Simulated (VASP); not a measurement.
# Mg2Si in VASP: relaxation of the atoms with PBEsol

Aim: the relaxation of the atoms of Mg2Si with PBEsol.

All numbers are computed with VASP 6.6.1; they aren't measurements. Logs are shortened: lines on timing, memory, paths and dates and some standing lists are left out, and cuts for length are marked.

## 1. The cell of the first run

The cell holds a slab with vacuum, 9 atoms: a = 4.474 Å, b = 4.474 Å, c = 24.132 Å, α = 90.00°, β = 90.00°, γ = 120.00°.

## 2. Relaxation of the atoms, PBEsol

Contents of INCAR:

```
SYSTEM = Mg2Si
  PREC = Accurate
  ENCUT = 520
  EDIFF = 1E-7
  ISMEAR = 0
  SIGMA = 0.05
  LREAL = .False.
  LASPH = .True.
  NELM = 120
  ALGO = Normal
  ISIF = 2
  LWAVE = .False.
  LCHARG = .False.
  LDIPOL = .True.
  IDIPOL = 3
  DIPOL = 0.5 0.5 0.500
  GGA = PS
  IBRION = 2
  NSW = 80
  EDIFFG = -0.02
  GGA_COMPAT = .False.
  NELMIN = 4
  NELMDL = -8
```

Contents of KPOINTS:

```
Automatic mesh
0
Gamma
  9 9 1
  0 0 0
```

Contents of POSCAR:

```
Mg2Si
1.0
    4.4736921765      0.0000000000      0.0000000000
   -2.2368460883      3.8743310736      0.0000000000
    0.0000000000      0.0000000000     24.1318859156
Mg Si
6 3
Direct
    0.0000000000      0.0000000000      0.3107921207
    0.3333333333      0.6666666667      0.3864752724
    0.6666666667      0.3333333333      0.4621584241
    0.0000000000      0.0000000000      0.5378415759
    0.3333333333      0.6666666667      0.6135247276
    0.6666666667      0.3333333333      0.6892078793
    0.6666666667      0.3333333333      0.3486336966
    0.3333333333      0.6666666667      0.5000000000
    0.0000000000      0.0000000000      0.6513663034
```

Potentials or basis: VASP PAW PBE potentials, release 64 (Mg, Si).

Run with:

```bash
> cat potpaw_PBE.64/Mg/POTCAR potpaw_PBE.64/Si/POTCAR > POTCAR
> mpirun -np 1 vasp_std > vasp.out
```

OUTCAR:

```text
SYSTEM = Mg2Si
   PREC = Accurate
   ENCUT = 520
   EDIFF = 1E-7
   ISMEAR = 0
   LREAL = .False.
   LASPH = .True.
   NELM = 120
   ISIF = 2
   GGA = PS
   IBRION = 2
   NSW = 80
   EDIFFG = -0.02
   NELMIN = 4
   NELMDL = -8

 ion  position               nearest neighbor table
   1  0.000  0.000  0.311-   7 2.74   7 2.74   7 2.74   2 3.16   2 3.16   2 3.16
   2  0.333  0.667  0.386-   7 2.74   7 2.74   7 2.74   8 2.74   3 3.16   1 3.16   3 3.16   1 3.16
                             1 3.16   3 3.16
   3  0.667  0.333  0.462-   7 2.74   8 2.74   8 2.74   8 2.74   2 3.16   2 3.16   2 3.16   4 3.16
                             4 3.16   4 3.16
   4  0.000  0.000  0.538-   9 2.74   8 2.74   8 2.74   8 2.74   5 3.16   5 3.16   5 3.16   3 3.16
                             3 3.16   3 3.16
   5  0.333  0.667  0.614-   9 2.74   9 2.74   9 2.74   8 2.74   6 3.16   4 3.16   6 3.16   4 3.16
                             4 3.16   6 3.16
   6  0.667  0.333  0.689-   9 2.74   9 2.74   9 2.74   5 3.16   5 3.16   5 3.16
   7  0.667  0.333  0.349-   3 2.74   2 2.74   2 2.74   2 2.74   1 2.74   1 2.74   1 2.74
   8  0.333  0.667  0.500-   3 2.74   4 2.74   3 2.74   5 2.74   2 2.74   4 2.74   4 2.74   3 2.74

   9  0.000  0.000  0.651-   4 2.74   5 2.74   5 2.74   5 2.74   6 2.74   6 2.74   6 2.74

  LATTYP: Found a hexagonal cell.
 ALAT       =     4.4736921765
 C/A-ratio  =     5.3941766585

  Lattice vectors:

 A1 = (   4.4736921765,   0.0000000000,   0.0000000000)
 A2 = (  -2.2368460883,   3.8743310736,   0.0000000000)
 A3 = (   0.0000000000,   0.0000000000,  24.1318859156)

Analysis of symmetry for initial positions (statically):
=====================================================================
 Subroutine PRICEL returns:
 Original cell was already a primitive cell.

 Routine SETGRP: Setting up the symmetry group for a
 hexagonal supercell.

 Subroutine GETGRP returns: Found 12 space group operations
 (whereof  6 operations were pure point group operations)
 out of a pool of 24 trial point group operations.

The static configuration has the point symmetry C_3v.
 The point group associated with its full space group is D_3d.

Analysis of symmetry for dynamics (positions and initial velocities):
=====================================================================
 Subroutine PRICEL returns:
 Original cell was already a primitive cell.

 Routine SETGRP: Setting up the symmetry group for a
 hexagonal supercell.

 Subroutine GETGRP returns: Found 12 space group operations
 (whereof  6 operations were pure point group operations)
 out of a pool of 24 trial point group operations.

The dynamic configuration has the point symmetry C_3v.
 The point group associated with its full space group is D_3d.

 Subroutine INISYM returns: Found 12 space group operations
 (whereof  6 operations are pure point group operations),
 and found     1 'primitive' translations

----------------------------------------------------------------------------------------

                                     Primitive cell

  volume of cell :     418.2675

  direct lattice vectors                    reciprocal lattice vectors
     4.473692177  0.000000000  0.000000000     0.223529014  0.129054536  0.000000000
    -2.236846088  3.874331074  0.000000000     0.000000000  0.258109073  0.000000000
     0.000000000  0.000000000 24.131885916     0.000000000  0.000000000  0.041438949

  length of vectors
     4.473692177  4.473692177 24.131885916     0.258109073  0.258109073  0.041438949

  position of ions in fractional coordinates (direct lattice)
     0.000000000  0.000000000  0.310792121
     0.333333333  0.666666667  0.386475272
     0.666666667  0.333333333  0.462158424
     0.000000000  0.000000000  0.537841576
     0.333333333  0.666666667  0.613524728
     0.666666667  0.333333333  0.689207879
     0.666666667  0.333333333  0.348633697
     0.333333333  0.666666667  0.500000000
     0.000000000  0.000000000  0.651366303

  ion indices of the primitive-cell ions
[... 46 lines left out ...]
  0.333333  0.111111  0.000000     12.000000
  0.444444  0.111111  0.000000      6.000000
  0.222222  0.222222  0.000000      6.000000
  0.333333  0.222222  0.000000     12.000000
  0.333333  0.333333  0.000000      2.000000
   k-points           NKPTS =     12   k-points in BZ     NKDIM =     12   number of bands    NBANDS=     17
   number of dos      NEDOS =    301   number of ions     NIONS =      9
   total plane-waves  NPLWV = 233280
   dimension x,y,z NGX =    36 NGY =   36 NGZ =  180
   dimension x,y,z NGXF=    72 NGYF=   72 NGZF=  360
   ions per type =               6   3
   NGX,Y,Z   is equivalent  to a cutoff of  13.38, 13.38, 12.40 a.u.
   NGXF,Y,Z  is equivalent  to a cutoff of  26.76, 26.76, 24.80 a.u.
 SYSTEM =  Mg2Si
   PREC   = accura    normal or accurate (medium, high low for compatibility)
   ISTART =      0    job   : 0-new  1-cont  2-samecut
   ICHARG =      2    charge: 1-file 2-atom 10-const
   ISPIN  =      1    spin polarized calculation?
   LNONCOLLINEAR =      F non collinear calculations
   LSORBIT =      F    spin-orbit coupling
   LASPH  =      T    aspherical Exc in radial PAW
   ENCUT  =  520.0 eV  38.22 Ry    6.18 a.u.   8.32  8.32 44.87*2*pi/ulx,y,z
   NELM   =    120;   NELMIN=  4; NELMDL= -8     # of ELM steps
   EDIFF  = 0.1E-06   stopping-criterion for ELM
   LREAL  =      F    real-space projection
   EDIFFG = -.2E-01   stopping-criterion for IOM
   NSW    =     80    number of steps for IOM
   IBRION =      2    ionic relax: 0-MD 1-quasi-New 2-CG
   NFREE  =      1    steps in history (QN), initial steepest desc. (CG)
   ISIF   =      2    stress and relaxation
   ISYM   =      2    0-nonsym 1-usesym 2-fastsym
   POTIM  = 0.5000    time-step for ionic-motion
   TEBEG  =    0.0;   TEEND  =   0.0 temperature during run
   PSTRESS=    0.0 pullay stress
   NELECT =      24.0000    total number of electrons
   NUPDOWN=      -1.0000    fix difference up-down
   EMIN   =  10.00;   EMAX   =-10.00  energy-range for DOS
   EFERMI =   0.00;   METHOD = LEGACY
   ISMEAR =     0;   SIGMA  =   0.05  broadening in eV -4-tet -1-fermi 0-gaus
   EFERMI_NEDOS =   21; number of points for ismear=-14 and -15
   IALGO  =     38    algorithm
   IMIX   =      4    mixing-type and parameters
     AMIX     =   0.40;   BMIX     =  1.00
     AMIX_MAG =   1.60;   BMIX_MAG =  1.00
  volume/ion in A,a.u.               =      46.47       313.62
  Fermi-wavevector in a.u.,A,eV,Ry     =   0.631433  1.193235  5.424745  0.398708
  Thomas-Fermi vector in A             =   1.694406
   LORBIT       =      0    0 simple, 1 ext, 2 COOP (PROOUT), +10 PAW based schemes
   GGA     = PS    functional components
   LHFCALC =     F    Hartree Fock is set to
   AEXX    =    0.0000 exact exchange contribution
   IVDW    =     0    specifies the selected vdW correction
   LEPSILON=     F    determine dielectric tensor
   LRPA    =     F    only Hartree local field effects (RPA)
 conjugate gradient relaxation of ions
 non-spin polarized calculation
 Gauss-broadening in eV      SIGMA  =   0.05
  energy-cutoff  :      520.00
  volume of cell :      418.27
 maximum number of plane-waves:     11305
 NGX is ok and might be reduce to    36
   NGX = 17   NGY = 17   NGZ = 89

--------------------------------------- Ionic step        1  -------------------------------------------

 number of electron      23.9999999 magnetization

 Free energy of the ion-electron system (eV)
  ---------------------------------------------------
  ext. energy  EPLUGINS =         0.00000000
  ---------------------------------------------------
  free energy    TOTEN  =       -27.43900633 eV

  energy without entropy =      -27.43900633  energy(sigma->0) =      -27.43900633

------------------------ aborting loop because EDIFF is reached ----------------------------------------

  FORCE on cell =-STRESS in cart. coord.  units (eV):
  Direction    XX          YY          ZZ          XY          YZ          ZX
  --------------------------------------------------------------------------------------
  -------------------------------------------------------------------------------------
  Total       -2.2401367     -2.2401367     -0.9930556      0.0000000     -0.0000000     -0.0000000
  in kB       -8.5808639     -8.5808639     -3.8039084      0.0000000     -0.0000000     -0.0000000
  external PRESSURE =      -6.9885454 kB  Pullay stress =       0.0000000 kB
[... 110 lines left out ...]
  FREE ENERGIE OF THE ION-ELECTRON SYSTEM (eV)
  ---------------------------------------------------
  free  energy   TOTEN  =       -27.5518126161 eV

  energy  without entropy=      -27.5518126161  energy(sigma->0) =      -27.55181262

[... ionic steps 4 to 7 ...]

--------------------------------------- Ionic step        8  -------------------------------------------

 number of electron      24.0000000 magnetization

------------------------ aborting loop because EDIFF is reached ----------------------------------------
[... 75 lines left out ...]
  FREE ENERGIE OF THE ION-ELECTRON SYSTEM (eV)
  ---------------------------------------------------
  free  energy   TOTEN  =       -27.5661816390 eV

  energy  without entropy=      -27.5661816390  energy(sigma->0) =      -27.56618164

 dipolmoment           0.000000      0.000000      0.000000 electrons x Angstroem

--------------------------------------- Ionic step       10  -------------------------------------------

 number of electron      23.9999999 magnetization

 dipolmoment           0.000000      0.000000     -0.000000 electrons x Angstroem

 Free energy of the ion-electron system (eV)
  ---------------------------------------------------
  ext. energy  EPLUGINS =         0.00000000
  ---------------------------------------------------
  free energy    TOTEN  =       -27.56760601 eV

  energy without entropy =      -27.56760601  energy(sigma->0) =      -27.56760601

 E-fermi :   0.0137     XC(G=0):  -4.6611

 val. band max:       -0.2056464252   @ k =   0.0000   0.0000   0.0000
 cond. band min:       0.3232732320   @ k =   0.4444   0.0000   0.0000
 fundamental gap:      0.5289196572
 Fermi energy:         0.0136813224

 k-point     1 :       0.0000    0.0000    0.0000
  band No.  band energies     occupation
      1      -9.0601      2.00000
      2      -8.5862      2.00000
      3      -8.0228      2.00000
      4      -4.2219      2.00000
      5      -2.7023      2.00000
      6      -1.2019      2.00000
[... 219 lines left out ...]
      6      -4.0314      2.00000
[... 9 lines left out ...]
     16       2.8157      0.00000
     17       2.8157      0.00000

------------------------ aborting loop because EDIFF is reached ----------------------------------------

 vacuum level on the upper side and lower side of the slab       (xc-potential included)        -0.009        -0.009

  FORCE on cell =-STRESS in cart. coord.  units (eV):
  Direction    XX          YY          ZZ          XY          YZ          ZX
  --------------------------------------------------------------------------------------
  -------------------------------------------------------------------------------------
  Total       -1.2153093     -1.2153093     -0.1557482      0.0000000     -0.0000000      0.0000000
  in kB       -4.6552532     -4.6552532     -0.5965950      0.0000000     -0.0000000      0.0000000
  external PRESSURE =      -3.3023671 kB  Pullay stress =       0.0000000 kB
[... 24 lines left out ...]
  FREE ENERGIE OF THE ION-ELECTRON SYSTEM (eV)
  ---------------------------------------------------
  free  energy   TOTEN  =       -27.5676060125 eV

  energy  without entropy=      -27.5676060125  energy(sigma->0) =      -27.56760601

 reached required accuracy - stopping structural energy minimisation

 vacuum level on the upper side and lower side of the slab         3.150         3.150
```

It took 9.2 min on 1 thread of AMD EPYC 9R45 (Zen 5), shared host; peak memory 0.57 GiB.

Results:

```
Free energy                  : -27.5676 eV
Energy gained by relaxing    : 14.3 meV/atom
Ionic steps                  : 10
Largest force after relaxing : 0.019 eV/Å
Band gap on the k mesh       : 0.53 eV (least direct gap 1.33 eV)
```

Forces on the atoms (eV/Å):
```
Mg   0.000  0.000  0.009
Mg   0.000  0.000 -0.019
Mg   0.000  0.000  0.012
Mg   0.000  0.000 -0.012
Mg   0.000  0.000  0.019
Mg   0.000  0.000 -0.009
Si   0.000  0.000  0.019
Si   0.000  0.000  0.000
Si   0.000  0.000 -0.019
```

The path:
```tsv
step	energy change (eV)	largest force (eV/Å)	pressure (GPa)
1	0.0000	0.5583	-0.70
2	-0.0482	0.4439	-0.67
3	-0.1128	0.1745	-0.57
4	-0.1132	0.1835	-0.56
5	-0.1197	0.0912	-0.53
6	-0.1232	0.0707	-0.48
7	-0.1248	0.0451	-0.46
8	-0.1270	0.0388	-0.40
9	-0.1272	0.0472	-0.38
10	-0.1286	0.0195	-0.33
```

Final structure:
```cif
data_structure
_symmetry_space_group_name_H-M 'P 1'
_symmetry_Int_Tables_number 1
_cell_length_a 4.4737
_cell_length_b 4.4737
_cell_length_c 24.1319
_cell_angle_alpha 90.000
_cell_angle_beta 90.000
_cell_angle_gamma 120.000
_cell_volume 418.27
loop_
_atom_site_label
_atom_site_type_symbol
_atom_site_fract_x
_atom_site_fract_y
_atom_site_fract_z
_atom_site_occupancy
Mg1 Mg 0.00000 0.00000 0.31824 1
Mg2 Mg 0.33333 0.66667 0.38731 1
Mg3 Mg 0.66667 0.33333 0.46133 1
Mg4 Mg 0.00000 0.00000 0.53867 1
Mg5 Mg 0.33333 0.66667 0.61269 1
Mg6 Mg 0.66667 0.33333 0.68176 1
Si1 Si 0.66667 0.33333 0.34585 1
Si2 Si 0.33333 0.66667 0.50000 1
Si3 Si 0.00000 0.00000 0.65415 1
```

Levels at points of the mesh, in eV from the valence-band top:
```tsv
k point	band 10	band 11	band 12	band 13	band 14	band 15
(0.00, 0.00, 0.00)	-0.27	0.00	0.00	1.33	1.63	2.04
```

Caveat: the PAW data sets were made with another functional, which shifts forces and pressure a little.
